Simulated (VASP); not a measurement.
The system is CdTe.

```
CELL_PARAMETERS angstrom
0.00000 3.27996 3.29635
3.27996 0.00000 3.29635
3.27996 3.27996 0.00000
ATOMIC_POSITIONS crystal
Cd 0.00000 0.00000 0.00000
Te 0.25000 0.25000 0.25000
```

This cell differs from its parent crystal: uniaxial z strain +0.5%.

Base run:

- Program: VASP 6.6.1
- Functional: PBE
- Potentials or basis: VASP PAW PBE potentials, release 64 (Cd, Te)
- Cutoff: 500 eV
- k mesh: 4 × 4 × 4
- Occupations: gaussian, width 0.01 eV
- Spin: no spin polarisation

Its results: band gap on the k mesh 0.63 eV, direct; pressure 1.1 GPa.

The run is repeated on the same cell with these changes: functional from PBE to r2SCAN; cutoff from 500 eV to 520 eV; k mesh from 4 × 4 × 4 to 6 × 6 × 6. What comes out?

Band gap on the k mesh 1.13 eV, direct; pressure -0.1 GPa.

Several settings changed at once, so the effect can't be laid on one alone.

Caveats: spin-orbit coupling is left out, which moves the levels of the heavy elements; the PAW data sets were made with another functional, which shifts forces and pressure a little (some runs).

